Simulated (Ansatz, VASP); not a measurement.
**Two plane-wave programs on NbSi2**

INCAR

```
SYSTEM = NbSi2
PREC = Accurate
ENCUT = 600
EDIFF = 1E-7
ISMEAR = -1
SIGMA = 0.1
LREAL = .FALSE.
LASPH = .TRUE.
NELM = 60
ALGO = Normal
ISIF = 3
LWAVE = .FALSE.
LCHARG = .FALSE.
GGA = PE
IBRION = 2
NSW = 80
EDIFFG = -0.01
```

KPOINTS

```
Automatic mesh
0
G
  8 8 5
  0 0 0
```

The input POSCAR:

```
NbSi2
1.0
    4.7940000000      0.0000000000      0.0000000000
   -2.3970000000      4.1517257900      0.0000000000
    0.0000000000      0.0000000000      6.5890000000
Nb Si
3 6
Direct
    0.5000000000      0.0000000000      0.0000000000
    0.5000000000      0.5000000000      0.6666666700
    0.0000000000      0.5000000000      0.3333333300
    0.1670000000      0.3340000000      0.0000000000
    0.8330000000      0.1670000000      0.6666666700
    0.6660000000      0.8330000000      0.3333333300
    0.8330000000      0.6660000000      0.0000000000
    0.1670000000      0.8330000000      0.6666666700
    0.3340000000      0.1670000000      0.3333333300
```

Input for Ansatz:

```yaml
crystal:
  lattice:
    - [4.794, 0.0, 0.0]
    - [-2.397, 4.15172579, 0.0]
    - [0.0, 0.0, 6.589]
  atoms:
    - { symbol: Nb, position: [0.5, 0.0, 0.0] }
    - { symbol: Nb, position: [0.5, 0.5, 0.66666667] }
    - { symbol: Nb, position: [0.0, 0.5, 0.33333333] }
    - { symbol: Si, position: [0.167, 0.334, 0.0] }
    - { symbol: Si, position: [0.833, 0.167, 0.66666667] }
    - { symbol: Si, position: [0.666, 0.833, 0.33333333] }
    - { symbol: Si, position: [0.833, 0.666, 0.0] }
    - { symbol: Si, position: [0.167, 0.833, 0.66666667] }
    - { symbol: Si, position: [0.334, 0.167, 0.33333333] }
  symmetry: { tolerance: 0.0003 }
hamiltonian:
  xc: pbe
  pseudopotentials: { kind: paw, azcp: { folder: soft_1 } }
basis:
  ecutwfc: 420
magnetization:
  spin_polarized: false
scf:
  occupations: { method: fermi_dirac, width: 0.1 }
kpoints:
  mp_grid: { grid: [8, 8, 5], shift: [0, 0, 0] }
output:
  forces: true
  stress: true
  eigenvalues: true
relax:
  max_steps: 60
  cell: {}
```

Alike in both runs: task relaxation of cell and atoms; functional PBE; k mesh 8 × 8 × 5; occupations fermi-dirac, width 0.1 eV; no spin polarisation.

|  | VASP | Ansatz |
| --- | --- | --- |
| version | VASP 6.6.1 | Ansatz 0.2.0 |
| potentials or method | VASP PAW PBE potentials, release 64 (Nb_sv, Si), cutoff 600 eV | PAW plane waves |
| valence electrons in the cell | 63 | 63 |

```tsv
	VASP	Ansatz	Ansatz less VASP
gap on the k mesh at the Fermi level, each at its own relaxed structure (eV)	none	none	-
relaxed volume (Å³/atom)	14.72	14.74	+0.021
relaxed cell length with the largest relative difference (Å)	4.809	4.812	+0.0027
```

A gap of «none» marks a metal or a gap that the smearing closes.
